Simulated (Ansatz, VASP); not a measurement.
K2S: VASP beside Ansatz

```xyz
3
Lattice="0.0000 3.7028 3.7028 3.7028 0.0000 3.7028 3.7028 3.7028 0.0000" Properties=species:S:1:pos:R:3 pbc="T T T"
S     0.0000    0.0000    0.0000
K     1.8514    1.8514    1.8514
K     5.5541    5.5541    5.5541
```

Alike in both runs: task single point; functional r2SCAN; k mesh 4 × 4 × 4; no spin polarisation.

|  | VASP | Ansatz |
| --- | --- | --- |
| version | VASP 6.6.1 | Ansatz 0.2.0 |
| potentials or method | VASP PAW PBE potentials, release 64 (S, K_sv) | plane waves |
| plane-wave cutoff (eV) | 550 | 500 |
| occupations | gaussian, width 0.01 eV | fixed |
| valence electrons in the cell | 24 | 24 |

VASP gave:

| Property | Result |
| --- | --- |
| gap on the k mesh at the Fermi level (eV) | 2.76 |
| pressure (GPa) | 0.0 |

**Question.** Estimate Ansatz's values.

**Answer.** gap on the k mesh at the Fermi level (eV): 2.75; pressure (GPa): 0.0.

VASP's potentials were made for PBE, not for r2SCAN.
